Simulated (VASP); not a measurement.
# Rb in VASP: a series of runs

The runs below take Rb through single point, with PBEsol.

Program: VASP 6.6.1. These are calculated values, not measurements. Logs are shortened: lines on timing, memory, paths and dates and some standing lists are left out, and cuts for length are marked.

### Step 1. The cell of the first run

The cell holds a wire with vacuum, 2 atoms: a = 12.900 Å, b = 9.300 Å, c = 4.772 Å, α = 90.00°, β = 90.00°, γ = 90.00°.

### Step 2. Single point, PBEsol, collinear spin, ferromagnetic start

The input, INCAR:

```
PREC = Accurate
ENCUT = 520
EDIFF = 1E-6
ISMEAR = 0
SIGMA = 0.05
LREAL = F
LASPH = T
NELM = 150
ALGO = Normal
ISIF = 2
LWAVE = F
LCHARG = T
ISPIN = 2
MAGMOM = 0.5 0.5
LORBIT = 11
GGA = PS
LELF = T
LVHAR = T
NBANDS = 20
```

The input, KPOINTS:

```
regular mesh
0
Gamma
  1 1 14
```

The input, POSCAR:

```
Rb
1.0
   12.9000000000      0.0000000000      0.0000000000
    0.0000000000      9.3000000000      0.0000000000
    0.0000000000      0.0000000000      4.7719558406
Rb
2
Direct
    0.3402168003      0.5000000000      0.0000000000
    0.6597831997      0.5000000000      0.5000000000
```

Potentials or basis: VASP PAW PBE potentials, release 64 (Rb_sv).

Launch:

```console
> cat potpaw_PBE.64/Rb_sv/POTCAR > POTCAR
> mpirun -np 1 vasp_std > vasp.out
```

OUTCAR:

```text
PREC = Accurate
   ENCUT = 520
   EDIFF = 1E-6
   ISMEAR = 0
   LREAL = F
   LASPH = T
   NELM = 150
   ISIF = 2
   ISPIN = 2
   LORBIT = 11
   GGA = PS

 ion  position               nearest neighbor table
   1  0.340  0.500  0.000-   2 4.76   2 4.76
   2  0.660  0.500  0.500-   1 4.76   1 4.76

  LATTYP: Found a simple orthorhombic cell.
 ALAT       =     4.7719558406
 B/A-ratio  =     1.9488864337
 C/A-ratio  =     2.7032940855

  Lattice vectors:

 A1 = (   0.0000000000,   0.0000000000,  -4.7719558406)
 A2 = (   0.0000000000,   9.3000000000,   0.0000000000)
 A3 = (  12.9000000000,   0.0000000000,   0.0000000000)

Analysis of symmetry for initial positions (statically):
=====================================================================
 Subroutine PRICEL returns:
 Original cell was already a primitive cell.

 Routine SETGRP: Setting up the symmetry group for a
 simple orthorhombic supercell.

 Subroutine GETGRP returns: Found  8 space group operations
 (whereof  4 operations were pure point group operations)
 out of a pool of  8 trial point group operations.

The static configuration has the point symmetry C_2v.
 The point group associated with its full space group is D_2h.

Analysis of symmetry for dynamics (positions and initial velocities):
=====================================================================
 Subroutine PRICEL returns:
 Original cell was already a primitive cell.

 Routine SETGRP: Setting up the symmetry group for a
 simple orthorhombic supercell.

 Subroutine GETGRP returns: Found  8 space group operations
 (whereof  4 operations were pure point group operations)
 out of a pool of  8 trial point group operations.

The dynamic configuration has the point symmetry C_2v.
 The point group associated with its full space group is D_2h.

Analysis of structural, dynamic, and magnetic symmetry:
=====================================================================
 Subroutine PRICEL returns:
 Original cell was already a primitive cell.

 Routine SETGRP: Setting up the symmetry group for a
 simple orthorhombic supercell.

 Subroutine GETGRP returns: Found  8 space group operations
 (whereof  4 operations were pure point group operations)
 out of a pool of  8 trial point group operations.

The overall configuration has the point symmetry C_2v.
 The point group associated with its full space group is D_2h.

 Subroutine INISYM returns: Found  8 space group operations
 (whereof  4 operations are pure point group operations),
 and found     1 'primitive' translations

----------------------------------------------------------------------------------------

                                     Primitive cell

  volume of cell :     572.4915

  direct lattice vectors                    reciprocal lattice vectors
    12.900000000  0.000000000  0.000000000     0.077519380  0.000000000  0.000000000
     0.000000000  9.300000000  0.000000000     0.000000000  0.107526882  0.000000000
     0.000000000  0.000000000  4.771955841     0.000000000  0.000000000  0.209557681

  length of vectors
    12.900000000  9.300000000  4.771955841     0.077519380  0.107526882  0.209557681

  position of ions in fractional coordinates (direct lattice)
     0.340216800  0.500000000  0.000000000
     0.659783200  0.500000000  0.500000000

  ion indices of the primitive-cell ions
   primitive index   ion index
                 1           1
                 2           2

----------------------------------------------------------------------------------------

 KPOINTS: regular mesh

Automatic generation of k-mesh.
 Grid dimensions read from file:
 generate k-points for:    1    1   14

 Generating k-lattice:

  Cartesian coordinates                     Fractional coordinates (reciprocal lattice)
     0.077519380  0.000000000  0.000000000     1.000000000  0.000000000  0.000000000
     0.000000000  0.107526882  0.000000000     0.000000000  1.000000000  0.000000000
     0.000000000  0.000000000  0.014968406     0.000000000  0.000000000  0.071428571

  Length of vectors
     0.077519380  0.107526882  0.014968406

  Shift w.r.t. Gamma in fractional coordinates (k-lattice)
     0.000000000  0.000000000  0.000000000

 Subroutine IBZKPT returns following result:
 ===========================================

 Found      8 irreducible k-points:

 Following reciprocal coordinates:
            Coordinates               Weight
  0.000000  0.000000  0.000000      1.000000
  0.000000  0.000000  0.071429      2.000000
  0.000000  0.000000  0.142857      2.000000
  0.000000  0.000000  0.214286      2.000000
  0.000000  0.000000  0.285714      2.000000
  0.000000  0.000000  0.357143      2.000000
  0.000000  0.000000  0.428571      2.000000
  0.000000  0.000000  0.500000      1.000000
   k-points           NKPTS =      8   k-points in BZ     NKDIM =      8   number of bands    NBANDS=     20
   number of dos      NEDOS =    301   number of ions     NIONS =      2
   total plane-waves  NPLWV = 241920
   dimension x,y,z NGX =    96 NGY =   70 NGZ =   36
   dimension x,y,z NGXF=   192 NGYF=  140 NGZF=   72
   ions per type =               2
   NGX,Y,Z   is equivalent  to a cutoff of  12.37, 12.51, 12.54 a.u.
   NGXF,Y,Z  is equivalent  to a cutoff of  24.74, 25.03, 25.08 a.u.
 SYSTEM =  unknown system
   PREC   = accura    normal or accurate (medium, high low for compatibility)
   ISTART =      0    job   : 0-new  1-cont  2-samecut
   ICHARG =      2    charge: 1-file 2-atom 10-const
   ISPIN  =      2    spin polarized calculation?
   LNONCOLLINEAR =      F non collinear calculations
   LSORBIT =      F    spin-orbit coupling
   LASPH  =      T    aspherical Exc in radial PAW
   ENCUT  =  520.0 eV  38.22 Ry    6.18 a.u.  23.99 17.29  8.87*2*pi/ulx,y,z
   NELM   =    150;   NELMIN=  2; NELMDL= -5     # of ELM steps
   EDIFF  = 0.1E-05   stopping-criterion for ELM
   LREAL  =      F    real-space projection
[... 7 lines left out ...]
   TEBEG  =    0.0;   TEEND  =   0.0 temperature during run
   PSTRESS=    0.0 pullay stress
   NELECT =      18.0000    total number of electrons
   NUPDOWN=      -1.0000    fix difference up-down
   EMIN   =  10.00;   EMAX   =-10.00  energy-range for DOS
   EFERMI =   0.00;   METHOD = LEGACY
   ISMEAR =     0;   SIGMA  =   0.05  broadening in eV -4-tet -1-fermi 0-gaus
   EFERMI_NEDOS =   21; number of points for ismear=-14 and -15
   IALGO  =     38    algorithm
   IMIX   =      4    mixing-type and parameters
     AMIX     =   0.40;   BMIX     =  1.00
     AMIX_MAG =   1.60;   BMIX_MAG =  1.00
  volume/ion in A,a.u.               =     286.25      1931.68
  Fermi-wavevector in a.u.,A,eV,Ry     =   0.516705  0.976431  3.632538  0.266984
  Thomas-Fermi vector in A             =   1.532764
   LORBIT       =     11    0 simple, 1 ext, 2 COOP (PROOUT), +10 PAW based schemes
   GGA     = PS    functional components
   LHFCALC =     F    Hartree Fock is set to
   AEXX    =    0.0000 exact exchange contribution
   IVDW    =     0    specifies the selected vdW correction
   LEPSILON=     F    determine dielectric tensor
   LRPA    =     F    only Hartree local field effects (RPA)
 spin polarized calculation
 Gauss-broadening in eV      SIGMA  =   0.05
  energy-cutoff  :      520.00
  volume of cell :      572.49
 maximum number of plane-waves:     15440
 NGX is ok and might be reduce to    96
   NGX = 47   NGY = 35   NGZ = 17

 number of electron      18.0000001 magnetization       0.2379682

 Free energy of the ion-electron system (eV)
  ---------------------------------------------------
  ext. energy  EPLUGINS =         0.00000000
  ---------------------------------------------------
  free energy    TOTEN  =        -1.37253547 eV

  energy without entropy =       -1.36858209  energy(sigma->0) =       -1.37055878

 E-fermi :  -1.4227     XC(G=0):  -2.8412

 val. band max:       -1.4500704868   @ k =   0.0000   0.0000   0.0000
 cond. band min:      -1.4043107255   @ k =   0.0000   0.0000   0.0714
 fundamental gap:      0.0457597613
 Fermi energy:        -1.4227143915

 spin component 1

 k-point     1 :       0.0000    0.0000    0.0000
  band No.  band energies     occupation
      1     -30.7040      1.00000
      2     -30.7012      1.00000
      3     -14.8259      1.00000
      4     -14.8117      1.00000
      5     -14.8032      1.00000
      6     -14.7647      1.00000
[... 12 lines left out ...]
     19       1.5515      0.00000
     20       2.5047      0.00000
[... 139 lines left out ...]
 k-point     8 :       0.0000    0.0000    0.5000
  band No.  band energies     occupation
      1     -30.6998      1.00000
      2     -30.6998      1.00000
      3     -14.8248      1.00000
      4     -14.8248      1.00000
      5     -14.7987      1.00000
      6     -14.7987      1.00000
[... 12 lines left out ...]
     19       1.8729      0.00000
     20       1.8729      0.00000
 Fermi energy:        -1.4227143915

 spin component 2

 k-point     1 :       0.0000    0.0000    0.0000
  band No.  band energies     occupation
      1     -30.6983      1.00000
      2     -30.6955      1.00000
      3     -14.8198      1.00000
      4     -14.8036      1.00000
      5     -14.7950      1.00000
      6     -14.7579      1.00000
[... 12 lines left out ...]
     19       1.6261      0.00000
     20       2.5325      0.00000
[... 139 lines left out ...]
 k-point     8 :       0.0000    0.0000    0.5000
  band No.  band energies     occupation
      1     -30.6941      1.00000
      2     -30.6941      1.00000
      3     -14.8119      1.00000
      4     -14.8119      1.00000
      5     -14.7908      1.00000
      6     -14.7908      1.00000
[... 12 lines left out ...]
     19       1.9720      0.00000
     20       1.9720      0.00000

------------------------ aborting loop because EDIFF is reached ----------------------------------------

  FORCE on cell =-STRESS in cart. coord.  units (eV):
  Direction    XX          YY          ZZ          XY          YZ          ZX
  --------------------------------------------------------------------------------------
  -------------------------------------------------------------------------------------
  Total       -0.0260298     -0.5997887      0.0318633      0.0000000      0.0000000      0.0000000
  in kB       -0.0728472     -1.6785712      0.0891727      0.0000000      0.0000000      0.0000000
  external PRESSURE =      -0.5540819 kB  Pullay stress =       0.0000000 kB

 VOLUME and BASIS-vectors are now :
 -----------------------------------------------------------------------------
  energy-cutoff  :      520.00
  volume of cell :      572.49
      direct lattice vectors                 reciprocal lattice vectors
    12.900000000  0.000000000  0.000000000     0.077519380  0.000000000  0.000000000
     0.000000000  9.300000000  0.000000000     0.000000000  0.107526882  0.000000000
     0.000000000  0.000000000  4.771955841     0.000000000  0.000000000  0.209557681

 POSITION                                       TOTAL-FORCE (eV/Angst)
 -----------------------------------------------------------------------------------
      4.38880      4.65000      0.00000         0.004589      0.000000      0.000000
      8.51120      4.65000      2.38598        -0.004589      0.000000      0.000000
 -----------------------------------------------------------------------------------
    total drift:                                0.000000      0.000000      0.000000

  FREE ENERGIE OF THE ION-ELECTRON SYSTEM (eV)
  ---------------------------------------------------
  free  energy   TOTEN  =        -1.3725354666 eV

  energy  without entropy=       -1.3685820923  energy(sigma->0) =       -1.37055878

 total charge

# of ion       s       p       d       tot
------------------------------------------
    1        1.967   5.317   0.004   7.288
    2        1.967   5.317   0.004   7.288
--------------------------------------------------
tot          3.935  10.634   0.007  14.576

 magnetization (x)

# of ion       s       p       d       tot
------------------------------------------
    1        0.004   0.000   0.001   0.005
    2        0.004   0.000   0.001   0.005
--------------------------------------------------
tot          0.009   0.000   0.002   0.011
```

It took 18 min on 1 thread of AMD EPYC 7R43 (Zen 3), shared host; peak memory 0.72 GiB.

Results:

```
Free energy                                           : -1.3725 eV
Largest force                                         : 0.005 eV/Å
Net moment                                            : 0.24 μB per cell
Valence electrons inside the program's atomic spheres : Rb 7.29
```

Forces in eV/Å, atoms in the order of the input:
```
Rb   0.005  0.000  0.000
Rb  -0.005  0.000  0.000
```

Caveat: the PAW data sets were made with another functional, which shifts forces and pressure a little.

### Step 3. Single point, PBEsol, collinear spin, ferromagnetic start

This run uses another cell than the first one, of 277.78 Å³/atom, 0.970 times its volume.

The input, INCAR:

```
SYSTEM = Rb
PREC = Accurate
ENCUT = 520
EDIFF = 1E-6
ISMEAR = 0
SIGMA = 0.05
LREAL = .FALSE.
LASPH = .TRUE.
NELM = 150
ALGO = Normal
ISIF = 2
LWAVE = .FALSE.
LCHARG = .FALSE.
ISPIN = 2
MAGMOM = 0.5 0.5
LORBIT = 11
GGA = PS
NBANDS = 20
```

The input, KPOINTS:

```
regular mesh
0
G
  1 1 14
  0 0 0
```

The input, POSCAR:

```
Rb
1.0
   12.9000000000      0.0000000000      0.0000000000
    0.0000000000      9.3000000000      0.0000000000
    0.0000000000      0.0000000000      4.6307850584
Rb
2
Direct
    0.3476047041      0.5000000000      0.0000000000
    0.6523952959      0.5000000000      0.5000000000
```

Potentials or basis: VASP PAW PBE potentials, release 64 (Rb_sv).

Launch:

```console
> cat potpaw_PBE.64/Rb_sv/POTCAR > POTCAR
> mpirun -np 1 vasp_std > vasp.out
```

Wall time 15 min (1 thread of AMD EPYC 7R43 (Zen 3), shared host); peak memory 0.7 GiB.

Results (log left out):

```
Free energy                                           : -1.3600 eV
Largest force                                         : 0.065 eV/Å
Net moment                                            : 0.32 μB per cell
Valence electrons inside the program's atomic spheres : Rb 7.29
```

Forces on the atoms (eV/Å):
```
Rb  -0.065  0.000  0.000
Rb   0.065  0.000  0.000
```

Levels at points of the mesh, in eV from the Fermi level:
Spin up:
```
           k point  band 7  band 8  band 9  band 10  band 11  band 12
(0.00, 0.00, 0.00)  -13.30  -13.28   -1.25    -0.28     0.76     1.04
(0.00, 0.00, 0.50)  -13.35  -13.35    0.71     0.71     1.45     1.45
```
Spin down:
| k point | band 5 | band 6 | band 7 | band 8 | band 9 | band 10 | band 11 | band 12 | band 13 | band 14 |
| --- | --- | --- | --- | --- | --- | --- | --- | --- | --- | --- |
| (0.00, 0.00, 0.00) | -13.36 | -13.32 | -13.29 | -13.26 | -1.15 | -0.02 | 0.90 | 1.07 | 1.38 | 2.05 |
| (0.00, 0.00, 0.50) | -13.36 | -13.36 | -13.33 | -13.33 | 0.74 | 0.74 | 1.76 | 1.76 | 1.91 | 1.91 |

Caveat: the PAW data sets were made with another functional, which shifts forces and pressure a little.
